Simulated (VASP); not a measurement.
Write the native input for VASP 6.6.1 that does the following.

```yaml
Task: single point
Functional: PBE
Potentials_or_basis: VASP PAW PBE potentials, release 64 (Li_sv)
Cutoff: 520 eV
k_mesh: 11 × 11 × 11
Occupations: fermi-dirac, width 0.05 eV
Spin: no spin polarisation
Dipole_correction: no
Further_INCAR_settings: ALGO = Normal; EDIFF = 1e-07; NBANDS = 10
```

The structure of Li lies in POSCAR:

```
Li
1.0
    0.0000000000      2.7903603033      2.7903603033
    2.7903603033      0.0000000000      2.7903603033
    2.7903603033      2.7903603033      0.0000000000
Li
2
Direct
   -0.1250000000     -0.1250000000     -0.1250000000
    0.1250000000      0.1250000000      0.1250000000
```

This cell differs from its parent crystal: volume scaled by 0.85.

The input as run:

INCAR

```
SYSTEM = Li
  ALGO = Normal
  EDIFF = 1E-7
  ENCUT = 520
  GGA = PE
  ISIF = 2
  ISMEAR = -1
  LASPH = .TRUE.
  LCHARG = .TRUE.
  LELF = .TRUE.
  LREAL = .FALSE.
  LVHAR = .TRUE.
  LWAVE = .FALSE.
  NBANDS = 10
  NELM = 100
  PREC = Accurate
  SIGMA = 0.05
```

KPOINTS

```
k-points
0
G
  11 11 11
  0 0 0
```

Potentials or basis: VASP PAW PBE potentials, release 64 (Li_sv).

The run is started by

```console
$ cat potpaw_PBE.64/Li_sv/POTCAR > POTCAR
$ mpirun -np 1 vasp_std > vasp.out
```

Results of the run:

| Quantity | Value |
| --- | --- |
| Band gap on the k mesh | zero (band 3 reaches 0.90 eV, above the bottom of band 4 at 0.61 eV) |

Wall time 34 s on 1 thread of AMD EPYC 7R43 64-Core Processor (Zen 3), on a shared host, peak memory 0.13 GiB.
